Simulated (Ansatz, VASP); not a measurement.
## Ga2O3 in VASP and in Ansatz

```
CELL_PARAMETERS angstrom
2.49972 1.44322 4.50032
-2.49972 1.44322 4.50032
0.00000 -2.88643 4.50032
ATOMIC_POSITIONS crystal
Ga 0.85555 0.85555 0.85555
Ga 0.64445 0.64445 0.64445
Ga 0.14445 0.14445 0.14445
Ga 0.35555 0.35555 0.35555
O 0.05277 0.44723 0.75000
O 0.75000 0.05277 0.44723
O 0.44723 0.75000 0.05277
O 0.94723 0.55277 0.25000
O 0.25000 0.94723 0.55277
O 0.55277 0.25000 0.94723
```

Alike in both runs: functional LDA; k mesh 6 × 6 × 6; occupations gaussian, width 0.02 eV; no spin polarisation.

Ansatz relaxed the structure, and its values are those at the end. VASP's run is a single point on that final structure, the one shown.

|  | VASP | Ansatz |
| --- | --- | --- |
| version | VASP 6.6.1 | Ansatz 0.2.0 |
| potentials or method | VASP PAW LDA potentials, release 64 (Ga_d, O), cutoff 520 eV | scalar-relativistic, plane waves, PAW |
| valence electrons in the cell | 88 | 88 |

Ansatz gave:

```
gap on the k mesh at the Fermi level (eV) : 2.67
least direct gap on the mesh (eV)         : 2.92
pressure (GPa)                            : -7.6
rms of the force components (eV/Å)        : 0.000
```

What did VASP give for the same quantities?

gap on the k mesh at the Fermi level (eV): 2.69; least direct gap on the mesh (eV): 2.94; pressure (GPa): -5.9; rms of the force components (eV/Å): 0.012.

Ansatz warns that its potentials were made for another functional, while VASP's fit it. LDA's correlation is that of Perdew and Zunger in VASP and of Perdew and Wang (1992) in Ansatz. Ansatz's warnings: stress scf threshold loose.
